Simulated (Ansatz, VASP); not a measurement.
## ZnS: VASP beside Ansatz

```
Zn S
1.0
     0.00000    2.72115    2.72115
     2.72115    0.00000    2.72115
     2.72115    2.72115    0.00000
Zn S
1 1
Direct
  0.00000 0.00000 0.00000
  0.75000 0.75000 0.75000
```

Alike in both runs: functional PBE; k mesh 10 × 10 × 10; occupations gaussian, width 0.02 eV; no spin polarisation.

Ansatz relaxed the structure, and its values are those at the end. VASP's run is a single point on that final structure, the one shown.

|  | VASP | Ansatz |
| --- | --- | --- |
| version | VASP 6.6.1 | Ansatz 0.2.0 |
| potentials or method | VASP PAW PBE potentials, release 64 (Zn, S), cutoff 520 eV | scalar-relativistic, plane waves, PAW |
| valence electrons in the cell | 18 | 18 |

|  | VASP | Ansatz | Ansatz less VASP |
| --- | --- | --- | --- |
| gap on the k mesh at the Fermi level (eV) | 2.02 | 2.02 | -0.004 |
| least direct gap on the mesh (eV) | 2.02 | 2.02 | -0.004 |
| pressure (GPa) | 0.2 | 0.0 | -0.15 |
